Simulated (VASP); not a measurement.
Input of a VASP 6.6.1 run:

The input INCAR:

```
  PREC = Accurate
  ENCUT = 520
  EDIFF = 1E-7
  ISMEAR = -1
  SIGMA = 0.05
  LREAL = Auto
  LASPH = T
  NELM = 80
  ALGO = Normal
  ISIF = 2
  LWAVE = F
  LCHARG = F
  GGA = PE
  NBANDS = 38
```

The input KPOINTS:

```
Automatic mesh
0
Gamma
  2 2 1
```

Contents of POSCAR:

```
Li8Mg8H2N
1.0
    6.2169950000      0.0000000000      0.0000000000
   -3.1084980000      5.3840760000      0.0000000000
    0.0000000000      0.0000000000     21.5382020000
Li Mg N H
8 8 1 2
Direct
    0.0000000000      0.0000000000      0.0464291309
    0.0007017366     -0.0011701172      0.2751065293
    0.0000043527      0.4999929422      0.0464291309
    0.0104867229      0.5048405706      0.2764761887
    0.5000004021      0.0000000000      0.0464291309
    0.4963470591     -0.0089151788      0.2767501206
    0.4999886699      0.4999929422      0.0464291309
    0.4955181282      0.5028903752      0.2774697721
    0.3330031778      0.1664723901      0.1563825987
    0.3229091559      0.1611790027      0.3894754075
    0.3328324178      0.6663724658      0.1566379589
    0.2874847626      0.6516624208      0.3727655633
    0.8337900992      0.1670481620      0.1566936739
    0.8389750589      0.1721743898      0.3847117786
    0.8336427104      0.6665767719      0.1562479542
    0.8383717791      0.6701799900      0.3879711036
    0.4804924979      0.7157216949      0.4996563780
    0.6651011400      0.8258427258      0.5143279834
    0.3415969543      0.6315289754      0.5340232207
```

Potentials or basis: VASP PAW PBE potentials, release 64 (Li_sv, Mg, N, H).

Launch:

```sh
$ cat potpaw_PBE.64/Li_sv/POTCAR potpaw_PBE.64/Mg/POTCAR potpaw_PBE.64/N/POTCAR potpaw_PBE.64/H/POTCAR > POTCAR
$ mpirun -np 1 vasp_std > vasp.out
```

Estimate the largest force.

1.969 eV/Å.

Predict the band gap on the k mesh.

zero (an odd number of electrons rules out a gap without spin polarisation).

Forces on the atoms (eV/Å):
```
Li   0.006  0.005  0.138
Li   0.045  0.005  0.074
Li  -0.011 -0.013  0.128
Li  -0.349 -0.192 -0.485
Li   0.005  0.022  0.108
Li   0.006  0.206 -0.189
Li   0.018 -0.012  0.103
Li   0.161 -0.074 -0.168
Mg   0.010  0.006  0.011
Mg   0.047  0.146  0.016
Mg  -0.007 -0.004  0.016
Mg   1.048  0.440  1.608
Mg  -0.013  0.009 -0.007
Mg  -0.301 -0.366  0.074
Mg   0.001 -0.018  0.013
Mg  -0.606 -0.097  0.128
N   -0.164 -0.131 -1.340
H   -1.070 -0.775  0.342
H    1.174  0.845 -0.571
```

Caveat: the k points lie up to 0.58 Å⁻¹ apart, too coarse for converged energies and pressures of a metal; there is no dipole correction, which matters where the two faces differ.
